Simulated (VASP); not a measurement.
# S: relaxation of cell and atoms with PBE

S:

```xyz
1
Lattice="-1.6650 1.6650 1.6650 1.6650 -1.6650 1.6650 1.6650 1.6650 -1.6650" Properties=species:S:1:pos:R:3 pbc="T T T"
S     0.0000    0.0000    0.0000
```

This isn't the form of S at room conditions, which is orthorhombic, of S8 rings.

```json
{
 "Program": "VASP 6.6.1",
 "Task": "relaxation of cell and atoms",
 "Functional": "PBE",
 "Potentials or basis": "VASP PAW PBE potentials, release 64 (S)",
 "Cutoff": "500 eV",
 "k mesh": "18 × 18 × 18",
 "Occupations": "gaussian, width 0.1 eV",
 "Spin": "no spin polarisation",
 "Dipole correction": "no",
 "Further INCAR settings": "ALGO = Normal; EDIFF = 1e-07; IBRION = 2; EDIFFG = -0.03; NSW = 80; ISIF = 3"
}
```

```json
{"Relaxed volume": "15.69 Å³/atom", "Relaxed cell": "a = 2.731 Å, b = 2.731 Å, c = 2.731 Å, α = 109.47°, β = 109.47°, γ = 109.47°", "Space group after relaxing (to 0.1 Å)": "Im-3m (No. 229)", "Energy gained by relaxing": "94.4 meV/atom", "Ionic steps": "2", "Pressure after relaxing": "0.3 GPa", "Band gap on the k mesh": "zero (bands 3 and 4 overlap by 6.68 eV)"}
```

Step by step:
```
step  energy change (eV)  largest force (eV/Å)  pressure (GPa)  volume (Å³)
   1              0.0000                0.0000           -9.51        18.46
   2             -0.0944                0.0000            0.25        15.69
```

Final structure:
```
CELL_PARAMETERS angstrom
-1.57695 1.57695 1.57695
1.57695 -1.57695 1.57695
1.57695 1.57695 -1.57695
ATOMIC_POSITIONS crystal
S 0.00000 0.00000 0.00000
```

Levels at points of the mesh, in eV from the Fermi level:
```tsv
k point	band 1	band 2	band 3	band 4	band 5	band 6	band 7
(0.00, 0.00, 0.00)	-16.93	3.13	3.13	3.13	12.28	12.28	12.28
(0.50, 0.00, 0.00)	-12.48	-7.44	0.02	2.29	7.61	8.31	18.15
(0.50, 0.50, 0.50)	-9.29	-3.56	-3.56	-3.56	4.01	4.01	22.18
```

Run time: 16 s on 1 thread of Intel(R) Xeon(R) Platinum 8488C (Sapphire Rapids), on a shared host, peak memory 0.14 GiB.

Caveat: the volume moved by over 15 % at a fixed basis, so the end points are rough.
